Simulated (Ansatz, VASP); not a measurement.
## Two plane-wave programs on K

File INCAR:

```
SYSTEM = K
ALGO = Normal
EDIFF = 1E-6
ENCUT = 520
GGA = PE
ISIF = 2
ISMEAR = 0
LASPH = .TRUE.
LCHARG = .FALSE.
LREAL = .FALSE.
LWAVE = .FALSE.
NBANDS = 10
NELM = 100
PREC = Accurate
SIGMA = 0.03
```

File KPOINTS:

```
k-points
0
G
  9 9 9
  0 0 0
```

File POSCAR:

```
K
1.0
   -2.6417142217      2.6417142217      2.6417142217
    2.6417142217     -2.6417142217      2.6417142217
    2.6417142217      2.6417142217     -2.6417142217
K
1
Direct
    0.0000000000      0.0000000000      0.0000000000
```

Input for Ansatz:

```yaml
crystal:
  lattice:
    - [-2.6417142217, 2.6417142217, 2.6417142217]
    - [2.6417142217, -2.6417142217, 2.6417142217]
    - [2.6417142217, 2.6417142217, -2.6417142217]
  atoms:
    - { symbol: K, position: [0.0, 0.0, 0.0] }
hamiltonian:
  xc: pbe
  pseudopotentials:
    kind: paw
    azcp:
      K: "pseudopotentials/K.paw.azcp"
basis:
  ecutwfc: 420
  fft_grid_basis: typed
kpoints:
  mp_grid: { grid: [9, 9, 9], shift: [0, 0, 0] }
magnetization:
  spin_polarized: false
scf:
  occupations: { method: gaussian, width: 0.03 }
  lower_state_search: "off"
output:
  stress: true
  write_density: true
  write_potential: true
  elf: true
  volumetric_format: npy
```

Alike in both runs: task single point; functional PBE; k mesh 9 × 9 × 9; occupations gaussian, width 0.03 eV; no spin polarisation.

```csv
,VASP,Ansatz
version,VASP 6.6.1,Ansatz 0.2.0
potentials or method,"VASP PAW PBE potentials, release 64 (K_sv), cutoff 520 eV","plane waves (420 eV) with PAW, scalar-relativistic"
valence electrons in the cell,9,9
```

```csv
,VASP,Ansatz,Ansatz less VASP
pressure (GPa),0.0,0.0,+0.01
```
